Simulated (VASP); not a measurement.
Wanted: the native input for a VASP 6.6.1 run.

```
Task                   : single point
Functional             : PBE
Potentials or basis    : VASP PAW PBE potentials, release 64 (La)
Cutoff                 : 500 eV
k mesh                 : 14 × 14 × 14
Occupations            : gaussian, width 0.05 eV
Spin                   : no spin polarisation
Dipole correction      : no
Further INCAR settings : ALGO = Normal; EDIFF = 1e-06; NBANDS = 12
```

The structure of La lies in POSCAR:

```
La
1.0
    0.0000000000      2.6464745818      2.6464745818
    2.6464745818      0.0000000000      2.6464745818
    2.6464745818      2.6464745818      0.0000000000
La
1
Direct
    0.0000000000      0.0000000000      0.0000000000
```

This isn't the form of La at room conditions, which is double hcp.

One way to write it, as run:

INCAR

```
SYSTEM = La
PREC = Accurate
ENCUT = 500
EDIFF = 1E-6
ISMEAR = 0
SIGMA = 0.05
LREAL = .False.
LASPH = .True.
NELM = 200
ALGO = Normal
ISIF = 2
LWAVE = .False.
LCHARG = .False.
GGA = PE
NBANDS = 12
GGA_COMPAT = .False.
LMAXMIX = 6
```

KPOINTS

```
Automatic mesh
0
Gamma
  14 14 14
  0 0 0
```

Potentials or basis: VASP PAW PBE potentials, release 64 (La).

Launch:

```sh
$ cat potpaw_PBE.64/La/POTCAR > POTCAR
$ mpirun -np 1 vasp_std > vasp.out
```

It gave:

* Pressure: 0.1 GPa
* Band gap on the k mesh: zero (an odd number of electrons rules out a gap without spin polarisation)

Caveat: spin-orbit coupling is left out, which moves the levels of the heavy elements.

It took 100 s on 1 thread of Intel Xeon 8259CL (shared host), peak memory 0.2 GiB.
